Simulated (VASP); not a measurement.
Be6N: single point with PBE

Be6N:

```xyz
7
Lattice="4.1220 0.0000 0.0000 0.0000 4.1220 0.0000 0.0000 0.0000 4.1220" Properties=species:S:1:pos:R:3 pbc="T T T"
Be    2.0610    0.0000    0.0000
Be    0.0000    2.0610    0.0000
Be    0.0000    0.0000    2.0610
Be    0.0000    2.0610    2.0610
Be    2.0610    0.0000    2.0610
Be    2.0610    2.0610    0.0000
N     2.0610    2.0610    2.0610
```

The cell was generated, and may not be a known phase.

```
Program             : VASP 6.6.1
Task                : single point
Functional          : PBE
Potentials or basis : VASP PAW PBE potentials, release 64 (Be, N)
Cutoff              : 520 eV
k mesh              : 4 × 4 × 4
Occupations         : gaussian, width 0.1 eV
Spin                : no spin polarisation
```

```json
{
 "Pressure": "0.1 GPa",
 "Band gap on the k mesh": "zero (an odd number of electrons rules out a gap without spin polarisation)"
}
```

Levels at points of the mesh, in eV from the Fermi level:
| k point | band 5 | band 6 | band 7 | band 8 | band 9 | band 10 | band 11 | band 12 |
| --- | --- | --- | --- | --- | --- | --- | --- | --- |
| (0.00, 0.00, 0.00) | -5.35 | -0.81 | -0.81 | 0.07 | 0.07 | 0.07 | 1.10 | 1.10 |
| (0.50, 0.00, 0.00) | -4.57 | -1.53 | -1.53 | -1.23 | -0.09 | 0.08 | 1.02 | 1.02 |
| (0.50, 0.50, 0.00) | -3.90 | -2.56 | -0.69 | -0.69 | -0.18 | -0.18 | 2.64 | 2.74 |
| (0.50, 0.50, 0.50) | -3.97 | -3.97 | -3.97 | -2.38 | 1.50 | 1.50 | 1.50 | 4.92 |

Run time: 6.7 s on 1 thread of Intel(R) Xeon(R) 6975P-C (Granite Rapids), on a shared host, peak memory 0.16 GiB.

Caveat: the k points lie up to 0.38 Å⁻¹ apart, too coarse for converged energies and pressures of a metal.
